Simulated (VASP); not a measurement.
# ScAl2N3 (Cmc2_1) in VASP: single point with r2SCAN

Aim: the single point of ScAl2N3 with r2SCAN.

Everything below comes from runs of VASP 6.6.1. Logs are shortened: lines on timing, memory, paths and dates and some standing lists are left out, and cuts for length are marked.

## 1. The cell of the first run

The structure is orthorhombic, space group Cmc2_1 (No. 36). The conventional cell has a = 9.876 Å, b = 5.680 Å, c = 5.023 Å, α = 90.00°, β = 90.00°, γ = 90.00°. Sc (site symmetry m) has 5 N at 2.10 to 2.86 Å within 2.9 Å. Al (site symmetry 1) has 4 N at 1.90 to 1.93 Å within 2.5 Å. N (site symmetry 1) has 3 Al at 1.90 Å and 1 Sc at 2.10 Å within 2.5 Å. N (site symmetry m) has 2 Al at 1.93 Å and 2 Sc at 2.12 to 2.17 Å within 2.6 Å.

## 2. Single point, r2SCAN

File POSCAR:

```
ScAl2N3
1.0
    4.9380638204     -2.8397602654      0.0000000000
    4.9380638204      2.8397602654      0.0000000000
    0.0000000000      0.0000000000      5.0229706300
Sc Al N
2 4 6
Direct
    0.6777077092      0.3222922908      0.5213827019
    0.3222922908      0.6777077092      0.0213827019
    0.0066990774      0.3357216471      0.0050866663
    0.9933009226      0.6642783529      0.5050866663
    0.6642783529      0.9933009226      0.0050866663
    0.3357216471      0.0066990774      0.5050866663
    0.0293764091      0.3324980217      0.6266420481
    0.9706235909      0.6675019783      0.1266420481
    0.6909270875      0.3090729125      0.0901598694
    0.3090729125      0.6909270875      0.5901598694
    0.6675019783      0.9706235909      0.6266420481
    0.3324980217      0.0293764091      0.1266420481
```

File INCAR.step1:

```
PREC = Accurate ; ENCUT = 520
ISMEAR = 0 ; SIGMA = 0.02
LREAL = F ; LASPH = T
NELM = 60 ; NBANDS = 44
GGA = PE ; ALGO = Normal
EDIFF = 1E-4 ; LWAVE = T
LCHARG = F
```

File INCAR.step2:

```
PREC = Accurate ; ENCUT = 520
EDIFF = 1E-6 ; ISMEAR = 0
SIGMA = 0.02 ; LREAL = F
LASPH = T ; NELM = 60
ALGO = Normal ; ISIF = 2
LWAVE = F ; LCHARG = T
METAGGA = R2SCAN ; LMIXTAU = T
LELF = T ; LVHAR = T
NBANDS = 44 ; ISTART = 1
```

File KPOINTS:

```
Automatic mesh
0
Gamma
  6 6 6
```

Potentials or basis: VASP PAW PBE potentials, release 64 (Sc_sv, Al, N).

Launch:

```bash
cat potpaw_PBE.64/Sc_sv/POTCAR potpaw_PBE.64/Al/POTCAR potpaw_PBE.64/N/POTCAR > POTCAR
cp INCAR.step1 INCAR
mpirun -np 1 vasp_std > vasp.out
cp INCAR.step2 INCAR
mpirun -np 1 vasp_std > vasp.out
```

OUTCAR:

```text
PREC = Accurate
   ENCUT = 520
   EDIFF = 1E-6
   ISMEAR = 0
   LREAL = F
   LASPH = T
   NELM = 60
   ISIF = 2
   METAGGA = R2SCAN
   ISTART = 1

 ion  position               nearest neighbor table
   1  0.678  0.322  0.521-   7 2.10  11 2.10  10 2.12   9 2.17   3 3.09   5 3.09   2 3.22   2 3.22
                             3 3.22   5 3.22   6 3.24   4 3.24   4 3.25   6 3.25   6 3.37   4 3.37
   2  0.322  0.678  0.021-   8 2.10  12 2.10   9 2.12  10 2.17   4 3.09   6 3.09   1 3.22   1 3.22
                             4 3.22   6 3.22   3 3.24   5 3.24   5 3.25   3 3.25   5 3.37   3 3.37
   3  0.007  0.336  0.005-   8 1.90  12 1.90   7 1.90   9 1.93   1 3.09   4 3.11   4 3.11   6 3.13
                             6 3.13   1 3.22   5 3.24   5 3.24   2 3.24   2 3.25   2 3.37
   4  0.993  0.664  0.505-   7 1.90  11 1.90   8 1.90  10 1.93   2 3.09   3 3.11   3 3.11   5 3.13
                             5 3.13   2 3.22   6 3.24   6 3.24   1 3.24   1 3.25   1 3.37
   5  0.664  0.993  0.005-  12 1.90   8 1.90  11 1.90   9 1.93   1 3.09   6 3.11   6 3.11   4 3.13
                             4 3.13   1 3.22   3 3.24   3 3.24   2 3.24   2 3.25   2 3.37
   6  0.336  0.007  0.505-  11 1.90   7 1.90  12 1.90  10 1.93   2 3.09   5 3.11   5 3.11   3 3.13
                             3 3.13   2 3.22   4 3.24   4 3.24   1 3.24   1 3.25   1 3.37
   7  0.029  0.332  0.627-   4 1.90   6 1.90   3 1.90   1 2.10
   8  0.971  0.668  0.127-   3 1.90   5 1.90   4 1.90   2 2.10
   9  0.691  0.309  0.090-   3 1.93   5 1.93   2 2.12   1 2.17
  10  0.309  0.691  0.590-   4 1.93   6 1.93   1 2.12   2 2.17
  11  0.668  0.971  0.627-   6 1.90   4 1.90   5 1.90   1 2.10
  12  0.332  0.029  0.127-   5 1.90   3 1.90   6 1.90   2 2.10

  LATTYP: Found a base centered orthorhombic cell.
 ALAT       =     5.6795205308
 B/A-ratio  =     1.7389016533
 C/A-ratio  =     0.8844004706

  Lattice vectors:

 A1 = (  -4.9380638204,  -2.8397602654,   0.0000000000)
 A2 = (   4.9380638204,  -2.8397602654,   0.0000000000)
 A3 = (   0.0000000000,   0.0000000000,   5.0229706300)

Analysis of symmetry for initial positions (statically):
=====================================================================
 Subroutine PRICEL returns:
 Original cell was already a primitive cell.

 Routine SETGRP: Setting up the symmetry group for a
 base centered orthorhombic supercell.

 Subroutine GETGRP returns: Found  4 space group operations
 (whereof  2 operations were pure point group operations)
 out of a pool of  8 trial point group operations.

The static configuration has the point symmetry C_1h.
 The point group associated with its full space group is C_2v.

Analysis of symmetry for dynamics (positions and initial velocities):
=====================================================================
 Subroutine PRICEL returns:
 Original cell was already a primitive cell.

 Routine SETGRP: Setting up the symmetry group for a
 base centered orthorhombic supercell.

 Subroutine GETGRP returns: Found  4 space group operations
 (whereof  2 operations were pure point group operations)
 out of a pool of  8 trial point group operations.

The dynamic configuration has the point symmetry C_1h.
 The point group associated with its full space group is C_2v.

 Subroutine INISYM returns: Found  4 space group operations
 (whereof  2 operations are pure point group operations),
 and found     1 'primitive' translations

----------------------------------------------------------------------------------------

                                     Primitive cell

  volume of cell :     140.8734

  direct lattice vectors                    reciprocal lattice vectors
     4.938063820 -2.839760265  0.000000000     0.101254260 -0.176071201  0.000000000
     4.938063820  2.839760265  0.000000000     0.101254260  0.176071201  0.000000000
     0.000000000  0.000000000  5.022970630     0.000000000  0.000000000  0.199085377

  length of vectors
     5.696377152  5.696377152  5.022970630     0.203109559  0.203109559  0.199085377

  position of ions in fractional coordinates (direct lattice)
     0.677707709  0.322292291  0.521382702
     0.322292291  0.677707709  0.021382702
     0.006699077  0.335721647  0.005086666
     0.993300923  0.664278353  0.505086666
     0.664278353  0.993300923  0.005086666
     0.335721647  0.006699077  0.505086666
     0.029376409  0.332498022  0.626642048
     0.970623591  0.667501978  0.126642048
     0.690927088  0.309072912  0.090159869
     0.309072912  0.690927088  0.590159869
     0.667501978  0.970623591  0.626642048
     0.332498022  0.029376409  0.126642048

  ion indices of the primitive-cell ions
   primitive index   ion index
                 1           1
                 2           2
                 3           3
                 4           4
                 5           5
                 6           6
                 7           7
                 8           8
                 9           9
                10          10
                11          11
                12          12

----------------------------------------------------------------------------------------

 KPOINTS: Automatic mesh

Automatic generation of k-mesh.
 Grid dimensions read from file:
 generate k-points for:    6    6    6

 Generating k-lattice:

  Cartesian coordinates                     Fractional coordinates (reciprocal lattice)
     0.016875710 -0.029345200  0.000000000     0.166666667  0.000000000  0.000000000
     0.016875710  0.029345200  0.000000000     0.000000000  0.166666667  0.000000000
     0.000000000  0.000000000  0.033180896     0.000000000  0.000000000  0.166666667

  Length of vectors
     0.033851593  0.033851593  0.033180896

  Shift w.r.t. Gamma in fractional coordinates (k-lattice)
     0.000000000  0.000000000  0.000000000

 Subroutine IBZKPT returns following result:
 ===========================================

 Found     52 irreducible k-points:

 Following reciprocal coordinates:
            Coordinates               Weight
  0.000000  0.000000  0.000000      1.000000
  0.166667  0.000000  0.000000      4.000000
  0.333333 -0.000000  0.000000      4.000000
  0.500000  0.000000  0.000000      2.000000
  0.166667  0.166667  0.000000      2.000000
  0.333333  0.166667  0.000000      4.000000
[... 16 lines left out ...]
  0.333333  0.333333  0.166667      4.000000
  0.500000  0.333333  0.166667      8.000000
 [... further k-points ...]
   k-points           NKPTS =     52   k-points in BZ     NKDIM =     52   number of bands    NBANDS=     44
   number of dos      NEDOS =    301   number of ions     NIONS =     12
   total plane-waves  NPLWV =  70560
   dimension x,y,z NGX =    42 NGY =   42 NGZ =   40
   dimension x,y,z NGXF=    84 NGYF=   84 NGZF=   80
   ions per type =               2   4   6
   NGX,Y,Z   is equivalent  to a cutoff of  12.26, 12.26, 13.24 a.u.
   NGXF,Y,Z  is equivalent  to a cutoff of  24.51, 24.51, 26.48 a.u.
 SYSTEM =  unknown system
   PREC   = accura    normal or accurate (medium, high low for compatibility)
   ISTART =      1    job   : 0-new  1-cont  2-samecut
   ICHARG =      0    charge: 1-file 2-atom 10-const
   ISPIN  =      1    spin polarized calculation?
   LNONCOLLINEAR =      F non collinear calculations
   LSORBIT =      F    spin-orbit coupling
   LASPH  =      T    aspherical Exc in radial PAW
   ENCUT  =  520.0 eV  38.22 Ry    6.18 a.u.  10.59 10.59  9.34*2*pi/ulx,y,z
   NELM   =     60;   NELMIN=  2; NELMDL=  0     # of ELM steps
   EDIFF  = 0.1E-05   stopping-criterion for ELM
   LREAL  =      F    real-space projection
   EDIFFG = 0.1E-04   stopping-criterion for IOM
   NSW    =      0    number of steps for IOM
   IBRION =     -1    ionic relax: 0-MD 1-quasi-New 2-CG
   NFREE  =      0    steps in history (QN), initial steepest desc. (CG)
   ISIF   =      2    stress and relaxation
   ISYM   =      2    0-nonsym 1-usesym 2-fastsym
   POTIM  = 0.5000    time-step for ionic-motion
   TEBEG  =    0.0;   TEEND  =   0.0 temperature during run
   PSTRESS=    0.0 pullay stress
   NELECT =      64.0000    total number of electrons
   NUPDOWN=      -1.0000    fix difference up-down
   EMIN   =  10.00;   EMAX   =-10.00  energy-range for DOS
   EFERMI =   0.00;   METHOD = LEGACY
   ISMEAR =     0;   SIGMA  =   0.02  broadening in eV -4-tet -1-fermi 0-gaus
   EFERMI_NEDOS =   21; number of points for ismear=-14 and -15
   IALGO  =     38    algorithm
   IMIX   =      4    mixing-type and parameters
     AMIX     =   0.40;   BMIX     =  1.00
     AMIX_MAG =   1.60;   BMIX_MAG =  1.00
  volume/ion in A,a.u.               =      11.74        79.22
  Fermi-wavevector in a.u.,A,eV,Ry     =   1.258515  2.378249 21.549732  1.583861
  Thomas-Fermi vector in A             =   2.392121
   LORBIT       =      0    0 simple, 1 ext, 2 COOP (PROOUT), +10 PAW based schemes
   METAGGA = R2SCAN    functional components
   LHFCALC =     F    Hartree Fock is set to
   AEXX    =    0.0000 exact exchange contribution
   IVDW    =     0    specifies the selected vdW correction
   LEPSILON=     F    determine dielectric tensor
   LRPA    =     F    only Hartree local field effects (RPA)
 non-spin polarized calculation
 Gauss-broadening in eV      SIGMA  =   0.02
  energy-cutoff  :      520.00
  volume of cell :      140.87
 maximum number of plane-waves:      3820
   NGX = 21   NGY = 21   NGZ = 19

 number of electron      64.0000003 magnetization

 Free energy of the ion-electron system (eV)
  ---------------------------------------------------
  ext. energy  EPLUGINS =         0.00000000
  ---------------------------------------------------
  free energy    TOTEN  =      -125.23516883 eV

  energy without entropy =     -125.23516883  energy(sigma->0) =     -125.23516883

 E-fermi :   4.8339     XC(G=0): -11.3133

 val. band max:        4.5984575092   @ k =   0.5000   0.5000   0.0000
 cond. band min:       8.0200041399   @ k =   0.0000   0.0000   0.0000
 fundamental gap:      3.4215466307
 Fermi energy:         4.8338729117

 k-point     1 :       0.0000    0.0000    0.0000
  band No.  band energies     occupation
      1     -44.7048      2.00000
      2     -44.6773      2.00000
      3     -22.5402      2.00000
      4     -22.4985      2.00000
      5     -22.4605      2.00000
      6     -22.4323      2.00000
[... 1117 lines left out ...]
     43      11.9505      0.00000
     44      12.8401      0.00000

 [... further k-points ...]
[... 5 lines left out ...]
  --------------------------------------------------------------------------------------
  -------------------------------------------------------------------------------------
  Total       -2.8894665     -2.9353244     -2.7409006      0.0000000      0.0000000      0.0000000
  in kB      -32.8623973    -33.3839464    -31.1727312      0.0000000      0.0000000      0.0000000
  external PRESSURE =     -32.4730250 kB  Pullay stress =       0.0000000 kB

 VOLUME and BASIS-vectors are now :
 -----------------------------------------------------------------------------
  energy-cutoff  :      520.00
  volume of cell :      140.87
      direct lattice vectors                 reciprocal lattice vectors
     4.938063820 -2.839760265  0.000000000     0.101254260 -0.176071201  0.000000000
     4.938063820  2.839760265  0.000000000     0.101254260  0.176071201  0.000000000
     0.000000000  0.000000000  5.022970630     0.000000000  0.000000000  0.199085377

 POSITION                                       TOTAL-FORCE (eV/Angst)
 -----------------------------------------------------------------------------------
      4.93806     -1.00929      2.61889         0.000000     -0.019002      0.043140
      4.93806      1.00929      0.10740         0.000000      0.019002      0.043140
      1.69090      0.93435      0.02555         0.012946     -0.011964     -0.040435
      8.18523     -0.93435      2.53704        -0.012946      0.011964     -0.040435
      8.18523      0.93435      0.02555        -0.012946     -0.011964     -0.040435
      1.69090     -0.93435      2.53704         0.012946      0.011964     -0.040435
      1.78696      0.86079      3.14760         0.165902     -0.086412      0.080271
      8.08917     -0.86079      0.63612        -0.165902      0.086412      0.080271
      4.93806     -1.08437      0.45287         0.000000     -0.202945     -0.122814
      4.93806      1.08437      2.96436         0.000000      0.202945     -0.122814
      8.08917      0.86079      3.14760        -0.165902     -0.086412      0.080271
      1.78696     -0.86079      0.63612         0.165902      0.086412      0.080271
 -----------------------------------------------------------------------------------
    total drift:                               -0.000000     -0.000000     -0.034348

  FREE ENERGIE OF THE ION-ELECTRON SYSTEM (eV)
  ---------------------------------------------------
  free  energy   TOTEN  =      -125.2351688261 eV

  energy  without entropy=     -125.2351688261  energy(sigma->0) =     -125.23516883
```

Run time: 12 min. Hardware: 1 thread of Intel Xeon Platinum 8559C (Emerald Rapids), shared host; peak memory 0.44 GiB.

What came out:

```yaml
Free_energy: -125.2352 eV
Pressure: -3.2 GPa
Largest_force: 0.237 eV/Å
Band_gap_on_the_k_mesh: 3.42 eV (least direct gap 3.47 eV)
```

Forces in eV/Å, atoms in the order of the input:
```
Sc   0.000 -0.019  0.043
Sc   0.000  0.019  0.043
Al   0.013 -0.012 -0.040
Al  -0.013  0.012 -0.040
Al  -0.013 -0.012 -0.040
Al   0.013  0.012 -0.040
N    0.166 -0.086  0.080
N   -0.166  0.086  0.080
N    0.000 -0.203 -0.123
N    0.000  0.203 -0.123
N   -0.166 -0.086  0.080
N    0.166  0.086  0.080
```

Stress tensor (GPa, compression positive):
```
-3.29  0.00  0.00
 0.00 -3.34  0.00
 0.00  0.00 -3.12
```

Caveat: the cell stands under tension; the PAW data sets were made with another functional, which shifts forces and pressure a little. A k mesh can miss the band edges.
